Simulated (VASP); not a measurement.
# NaH (Imm2) in VASP: a series of runs

Runs on NaH. Level: r2SCAN. Tasks: single point.

Program: VASP 6.6.1. These are calculated values, not measurements. Logs are shortened: lines on timing, memory, paths and dates and some standing lists are left out, and cuts for length are marked.

**1. The cell of the first run**

It takes space group Imm2 (No. 44, orthorhombic). The conventional cell has a = 3.451 Å, b = 4.880 Å, c = 3.451 Å, α = 90.00°, β = 90.00°, γ = 90.00°. Within 3.1 Å of Na (site symmetry mm2) lie 6 H at 2.37 to 2.51 Å. H (site symmetry mm2) has 6 Na at 2.37 to 2.51 Å within 3.1 Å.

**2. Single point, r2SCAN (all Na atoms moved -0.100 Å, as atom 1 along Cartesian [1 1 0])**

Contents of POSCAR:

```
NaH
1.0
    0.0000000000      2.4400000000      2.4400000000
    2.4400000000      0.0000000000      2.4400000000
    2.4400000000      2.4400000000      0.0000000000
Na H
1 1
Direct
    0.0000000000      0.0000000000     -0.0289797861
    0.5000000000      0.5000000000      0.5000000000
```

Contents of INCAR.step1:

```
PREC = Accurate
ENCUT = 520
ISMEAR = 0
SIGMA = 0.05
LREAL = F
LASPH = T
NELM = 100
NBANDS = 11
GGA = PE
ALGO = Normal
EDIFF = 1E-4
LWAVE = T
LCHARG = F
```

Contents of INCAR.step2:

```
PREC = Accurate
ENCUT = 520
EDIFF = 1E-7
ISMEAR = 0
SIGMA = 0.05
LREAL = F
LASPH = T
NELM = 100
ALGO = Normal
ISIF = 2
LWAVE = F
LCHARG = T
METAGGA = R2SCAN
LMIXTAU = T
LELF = T
LVHAR = T
NBANDS = 11
ISTART = 1
```

Contents of KPOINTS:

```
regular mesh
0
Gamma
  8 8 8
```

Potentials or basis: VASP PAW PBE potentials, release 64 (Na_pv, H).

Run with:

```
$ cat potpaw_PBE.64/Na_pv/POTCAR potpaw_PBE.64/H/POTCAR > POTCAR
$ cp INCAR.step1 INCAR
$ mpirun -np 1 vasp_std > vasp.out
$ cp INCAR.step2 INCAR
$ mpirun -np 1 vasp_std > vasp.out
```

OUTCAR:

```text
PREC = Accurate
   ENCUT = 520
   EDIFF = 1E-7
   ISMEAR = 0
   LREAL = F
   LASPH = T
   NELM = 100
   ISIF = 2
   METAGGA = R2SCAN
   ISTART = 1

 ion  position               nearest neighbor table
   1  0.000  0.000  0.971-
   2  0.500  0.500  0.500-

  LATTYP: Found a face centered cubic cell.
 ALAT       =     4.8800000000

  Lattice vectors:

 A1 = (   0.0000000000,   2.4400000000,   2.4400000000)
 A2 = (   2.4400000000,   0.0000000000,   2.4400000000)
 A3 = (   2.4400000000,   2.4400000000,   0.0000000000)

Analysis of symmetry for initial positions (statically):
=====================================================================
 Subroutine PRICEL returns:
 Original cell was already a primitive cell.

 Routine SETGRP: Setting up the symmetry group for a
 face centered cubic supercell.

 Subroutine GETGRP returns: Found  4 space group operations
 (whereof  4 operations were pure point group operations)
 out of a pool of 48 trial point group operations.

The static configuration has the point symmetry C_2v.

Analysis of symmetry for dynamics (positions and initial velocities):
=====================================================================
 Subroutine PRICEL returns:
 Original cell was already a primitive cell.

 Routine SETGRP: Setting up the symmetry group for a
 face centered cubic supercell.

 Subroutine GETGRP returns: Found  4 space group operations
 (whereof  4 operations were pure point group operations)
 out of a pool of 48 trial point group operations.

The dynamic configuration has the point symmetry C_2v.

 Subroutine INISYM returns: Found  4 space group operations
 (whereof  4 operations are pure point group operations),
 and found     1 'primitive' translations

----------------------------------------------------------------------------------------

                                     Primitive cell

  volume of cell :      29.0536

  direct lattice vectors                    reciprocal lattice vectors
     0.000000000  2.440000000  2.440000000    -0.204918033  0.204918033  0.204918033
     2.440000000  0.000000000  2.440000000     0.204918033 -0.204918033  0.204918033
     2.440000000  2.440000000  0.000000000     0.204918033  0.204918033 -0.204918033

  length of vectors
     3.450681092  3.450681092  3.450681092     0.354928444  0.354928444  0.354928444

  position of ions in fractional coordinates (direct lattice)
     0.000000000  0.000000000  0.971020214
     0.500000000  0.500000000  0.500000000
[... 79 lines left out ...]
   EDIFFG = 0.1E-05   stopping-criterion for IOM
   NSW    =      0    number of steps for IOM
   IBRION =     -1    ionic relax: 0-MD 1-quasi-New 2-CG
   NFREE  =      0    steps in history (QN), initial steepest desc. (CG)
   ISIF   =      2    stress and relaxation
   ISYM   =      2    0-nonsym 1-usesym 2-fastsym
   POTIM  = 0.5000    time-step for ionic-motion
   TEBEG  =    0.0;   TEEND  =   0.0 temperature during run
   PSTRESS=    0.0 pullay stress
   NELECT =       8.0000    total number of electrons
   NUPDOWN=      -1.0000    fix difference up-down
   EMIN   =  10.00;   EMAX   =-10.00  energy-range for DOS
   EFERMI =   0.00;   METHOD = LEGACY
   ISMEAR =     0;   SIGMA  =   0.05  broadening in eV -4-tet -1-fermi 0-gaus
   EFERMI_NEDOS =   21; number of points for ismear=-14 and -15
   IALGO  =     38    algorithm
   IMIX   =      4    mixing-type and parameters
     AMIX     =   0.40;   BMIX     =  1.00
     AMIX_MAG =   1.60;   BMIX_MAG =  1.00
  volume/ion in A,a.u.               =      14.53        98.03
  Fermi-wavevector in a.u.,A,eV,Ry     =   1.065054  2.012660 15.433636  1.134340
  Thomas-Fermi vector in A             =   2.200593
   LORBIT       =      0    0 simple, 1 ext, 2 COOP (PROOUT), +10 PAW based schemes
   METAGGA = R2SCAN    functional components
   LHFCALC =     F    Hartree Fock is set to
   AEXX    =    0.0000 exact exchange contribution
   IVDW    =     0    specifies the selected vdW correction
   LEPSILON=     F    determine dielectric tensor
   LRPA    =     F    only Hartree local field effects (RPA)
 non-spin polarized calculation
 Gauss-broadening in eV      SIGMA  =   0.05
  energy-cutoff  :      520.00
  volume of cell :       29.05
 maximum number of plane-waves:       817
 NGX is ok and might be reduce to    28
   NGX = 13   NGY = 13   NGZ = 13

 number of electron       8.0000000 magnetization

 Free energy of the ion-electron system (eV)
  ---------------------------------------------------
  ext. energy  EPLUGINS =         0.00000000
  ---------------------------------------------------
  free energy    TOTEN  =        -7.59088937 eV

  energy without entropy =       -7.59088937  energy(sigma->0) =       -7.59088937

 E-fermi :  -1.2262     XC(G=0):  -8.0289

 val. band max:       -1.5406027022   @ k =  -0.2500   0.5000   0.2500
 cond. band min:       2.7712877314   @ k =   0.0000   0.0000   0.5000
 fundamental gap:      4.3118904336
 Fermi energy:        -1.2262062887

 k-point     1 :       0.0000    0.0000    0.0000
  band No.  band energies     occupation
      1     -24.4934      2.00000
      2     -24.4930      2.00000
      3     -24.4912      2.00000
      4      -5.0102      2.00000
      5       9.6100      0.00000
      6      14.5379      0.00000
      7      14.5409      0.00000
      8      14.5913      0.00000
      9      15.4434      0.00000
     10      15.5075      0.00000
     11      15.5437      0.00000
[... 309 lines left out ...]
 k-point    24 :      -0.3750    0.1250    0.0000
  band No.  band energies     occupation
      1     -24.5626      2.00000
      2     -24.5104      2.00000
      3     -24.5027      2.00000
      4      -2.5168      2.00000
      5       3.5310      0.00000
      6       8.2382      0.00000
      7      12.0067      0.00000
      8      12.9437      0.00000
      9      15.7784      0.00000
     10      16.4618      0.00000
     11      20.0242      0.00000

 [... further k-points ...]
[... 5 lines left out ...]
  --------------------------------------------------------------------------------------
  -------------------------------------------------------------------------------------
  Total       -0.2153424     -0.2153424     -0.2623633     -0.0145249      0.0000000      0.0000000
  in kB      -11.8751923    -11.8751923    -14.4681911     -0.8009836      0.0000000      0.0000000
  external PRESSURE =     -12.7395253 kB  Pullay stress =       0.0000000 kB

 VOLUME and BASIS-vectors are now :
 -----------------------------------------------------------------------------
  energy-cutoff  :      520.00
  volume of cell :       29.05
      direct lattice vectors                 reciprocal lattice vectors
     0.000000000  2.440000000  2.440000000    -0.204918033  0.204918033  0.204918033
     2.440000000  0.000000000  2.440000000     0.204918033 -0.204918033  0.204918033
     2.440000000  2.440000000  0.000000000     0.204918033  0.204918033 -0.204918033

 POSITION                                       TOTAL-FORCE (eV/Angst)
 -----------------------------------------------------------------------------------
      2.36929      2.36929      0.00000         0.062364      0.062364      0.000000
      2.44000      2.44000      2.44000        -0.062364     -0.062364     -0.000000
 -----------------------------------------------------------------------------------
    total drift:                                0.002509      0.002509     -0.000014

  FREE ENERGIE OF THE ION-ELECTRON SYSTEM (eV)
  ---------------------------------------------------
  free  energy   TOTEN  =        -7.5908893743 eV

  energy  without entropy=       -7.5908893743  energy(sigma->0) =       -7.59088937
```

OUTCAR.step1:

```text
PREC = Accurate
   ENCUT = 520
   ISMEAR = 0
   LREAL = F
   LASPH = T
[... 557 lines left out ...]
 -----------------------------------------------------------------------------------
      2.36929      2.36929      0.00000         0.054508      0.054508      0.000000
      2.44000      2.44000      2.44000        -0.054508     -0.054508      0.000000
 -----------------------------------------------------------------------------------
    total drift:                               -0.000868     -0.000868      0.000000

  FREE ENERGIE OF THE ION-ELECTRON SYSTEM (eV)
  ---------------------------------------------------
  free  energy   TOTEN  =        -5.0821600830 eV

  energy  without entropy=       -5.0821600830  energy(sigma->0) =       -5.08216008
```

OSZICAR.step1:

```text
N       E                     dE             d eps       ncg     rms          rms(c)
DAV:   1     0.319725004289E+02    0.31973E+02   -0.41016E+03  2096   0.840E+02
DAV:   2    -0.434422252690E+01   -0.36317E+02   -0.35756E+02  2179   0.184E+02
DAV:   3    -0.550144485157E+01   -0.11572E+01   -0.11555E+01  2484   0.313E+01
DAV:   4    -0.550916949751E+01   -0.77246E-02   -0.77238E-02  2439   0.259E+00
DAV:   5    -0.550923857257E+01   -0.69075E-04   -0.69074E-04  2424   0.253E-01    0.317E+00
DAV:   6    -0.516810606303E+01    0.34113E+00   -0.33680E-01  2418   0.272E+00    0.146E+00
DAV:   7    -0.507728831475E+01    0.90818E-01   -0.32673E-01  2360   0.211E+00    0.356E-01
DAV:   8    -0.508226689386E+01   -0.49786E-02   -0.10294E-02  2285   0.943E-01    0.702E-02
DAV:   9    -0.508217356904E+01    0.93325E-04   -0.12225E-03  2495   0.360E-01    0.230E-02
DAV:  10    -0.508216008298E+01    0.13486E-04   -0.62480E-05  1520   0.508E-02
   1 F= -.50821601E+01 E0= -.50821601E+01  d E =-.541787E-15
```

It took 1.9 min on 1 thread of AMD EPYC 7R43 (Zen 3), shared host; peak memory 0.14 GiB.

Results:

```yaml
Free_energy: -7.5909 eV
Pressure: -1.3 GPa
Largest_force: 0.088 eV/Å
Band_gap_on_the_k_mesh: 4.31 eV, indirect (least direct gap 5.13 eV)
```

Forces in eV/Å, atoms in the order of the input:
```
Na   0.062  0.062  0.000
H   -0.062 -0.062  0.000
```

Caveat: the cell differs from its parent crystal (all Na atoms moved -0.100 Å, as atom 1 along Cartesian [1 1 0]); the PAW data sets were made with another functional, which shifts forces and pressure a little.

**3. Single point, r2SCAN (all Na atoms moved +0.075 Å, as atom 1 along Cartesian [1 1 0])**

Edit POSCAR of step 2 so:

```diff
@@ -8,3 +8,3 @@
 Direct
-    0.0000000000      0.0000000000     -0.0289797861
+    0.0000000000      0.0000000000      0.0217348396
     0.5000000000      0.5000000000      0.5000000000
```

Contents of INCAR.step1:

```
SYSTEM = NaH
PREC = Accurate
ENCUT = 520
ISMEAR = 0
SIGMA = 0.05
LREAL = .False.
LASPH = .True.
NELM = 60
NBANDS = 11
GGA = PE
ALGO = Normal
EDIFF = 1E-4
LWAVE = .True.
LCHARG = .False.
```

Contents of INCAR.step2:

```
SYSTEM = NaH
PREC = Accurate
ENCUT = 520
EDIFF = 1E-6
ISMEAR = 0
SIGMA = 0.05
LREAL = .False.
LASPH = .True.
NELM = 60
ALGO = Normal
ISIF = 2
LWAVE = .False.
LCHARG = .False.
METAGGA = R2SCAN
LMIXTAU = .True.
NBANDS = 11
ISTART = 1
```

Contents of KPOINTS:

```
Automatic mesh
0
Gamma
  8 8 8
  0 0 0
```

Potentials or basis: VASP PAW PBE potentials, release 64 (Na_pv, H).

Run with:

```
$ cat potpaw_PBE.64/Na_pv/POTCAR potpaw_PBE.64/H/POTCAR > POTCAR
$ cp INCAR.step1 INCAR
$ mpirun -np 1 vasp_std > vasp.out
$ cp INCAR.step2 INCAR
$ mpirun -np 1 vasp_std > vasp.out
```

OUTCAR:

```text
SYSTEM = NaH
   PREC = Accurate
   ENCUT = 520
   EDIFF = 1E-6
   ISMEAR = 0
   LREAL = .False.
   LASPH = .True.
   NELM = 60
   ISIF = 2
   METAGGA = R2SCAN
   ISTART = 1

 ion  position               nearest neighbor table
   1  0.000  0.000  0.022-
   2  0.500  0.500  0.500-

  LATTYP: Found a face centered cubic cell.
 ALAT       =     4.8800000000

  Lattice vectors:

 A1 = (   0.0000000000,   2.4400000000,   2.4400000000)
[... 512 lines left out ...]
      4      -2.5165      2.00000
      5       3.5298      0.00000
      6       8.2380      0.00000
      7      12.0249      0.00000
      8      12.9178      0.00000
      9      15.7825      0.00000
     10      16.4560      0.00000
     11      20.0305      0.00000

 [... further k-points ...]
[... 5 lines left out ...]
  --------------------------------------------------------------------------------------
  -------------------------------------------------------------------------------------
  Total       -0.2273999     -0.2273999     -0.2462295     -0.0118578      0.0000000      0.0000000
  in kB      -12.5401091    -12.5401091    -13.5784813     -0.6539059      0.0000000      0.0000000
  external PRESSURE =     -12.8862331 kB  Pullay stress =       0.0000000 kB

 VOLUME and BASIS-vectors are now :
 -----------------------------------------------------------------------------
  energy-cutoff  :      520.00
  volume of cell :       29.05
      direct lattice vectors                 reciprocal lattice vectors
     0.000000000  2.440000000  2.440000000    -0.204918033  0.204918033  0.204918033
     2.440000000  0.000000000  2.440000000     0.204918033 -0.204918033  0.204918033
     2.440000000  2.440000000  0.000000000     0.204918033  0.204918033 -0.204918033

 POSITION                                       TOTAL-FORCE (eV/Angst)
 -----------------------------------------------------------------------------------
      0.05303      0.05303      0.00000        -0.048379     -0.048379     -0.000000
      2.44000      2.44000      2.44000         0.048379      0.048379      0.000000
 -----------------------------------------------------------------------------------
    total drift:                               -0.005301     -0.005301     -0.000034

  FREE ENERGIE OF THE ION-ELECTRON SYSTEM (eV)
  ---------------------------------------------------
  free  energy   TOTEN  =        -7.5926970888 eV

  energy  without entropy=       -7.5926970888  energy(sigma->0) =       -7.59269709
```

OSZICAR.step1:

```text
N       E                     dE             d eps       ncg     rms          rms(c)
DAV:   1     0.334527028950E+02    0.33453E+02   -0.42450E+03  2099   0.834E+02
DAV:   2    -0.428616654261E+01   -0.37739E+02   -0.37182E+02  2159   0.185E+02
DAV:   3    -0.550218097928E+01   -0.12160E+01   -0.12141E+01  2521   0.320E+01
DAV:   4    -0.551006436581E+01   -0.78834E-02   -0.78824E-02  2411   0.261E+00
DAV:   5    -0.551013520605E+01   -0.70840E-04   -0.70839E-04  2408   0.254E-01    0.317E+00
DAV:   6    -0.516965281964E+01    0.34048E+00   -0.33571E-01  2431   0.272E+00    0.146E+00
DAV:   7    -0.507900033035E+01    0.90652E-01   -0.32557E-01  2336   0.211E+00    0.356E-01
DAV:   8    -0.508396875526E+01   -0.49684E-02   -0.10301E-02  2294   0.942E-01    0.701E-02
DAV:   9    -0.508387572872E+01    0.93027E-04   -0.12215E-03  2506   0.360E-01    0.231E-02
DAV:  10    -0.508386220582E+01    0.13523E-04   -0.62669E-05  1511   0.507E-02
   1 F= -.50838622E+01 E0= -.50838622E+01  d E =-.482077E-15
```

Wall time 1.8 min (1 thread of AMD EPYC 7R43 (Zen 3), shared host); peak memory 0.14 GiB.

What came out:

```yaml
Free_energy: -7.5927 eV
Pressure: -1.3 GPa
Largest_force: 0.068 eV/Å
Band_gap_on_the_k_mesh: 4.31 eV, indirect (least direct gap 5.13 eV)
```

Forces in eV/Å, atoms in the order of the input:
```
Na  -0.048 -0.048  0.000
H    0.048  0.048  0.000
```

Stress tensor (GPa, compression positive):
```
-1.25 -0.07  0.00
-0.07 -1.25  0.00
 0.00  0.00 -1.36
```

Levels at points of the mesh, in eV from the valence-band top:
```csv
k point,band 1,band 2,band 3,band 4,band 5,band 6,band 7,band 8,band 9
"(0.00, 0.00, 0.00)",-22.95,-22.95,-22.95,-3.47,11.16,16.10,16.10,16.13,16.98
"(0.50, 0.00, 0.00)",-23.03,-22.96,-22.96,-0.82,4.32,11.46,13.73,13.75,17.25
"(0.00, 0.00, 0.50)",-23.03,-22.96,-22.96,-0.82,4.31,11.48,13.73,13.73,17.25
"(0.50, 0.50, 0.00)",-23.02,-22.98,-22.98,-0.16,5.12,10.57,11.19,11.20,12.77
"(0.00, 0.50, 0.50)",-23.02,-22.98,-22.98,-0.16,5.13,10.58,11.18,11.21,12.75
```

Caveat: the cell differs from its parent crystal (all Na atoms moved +0.075 Å, as atom 1 along Cartesian [1 1 0]); the PAW data sets were made with another functional, which shifts forces and pressure a little. A k mesh can miss the band edges.

[end of part 1 of 2]
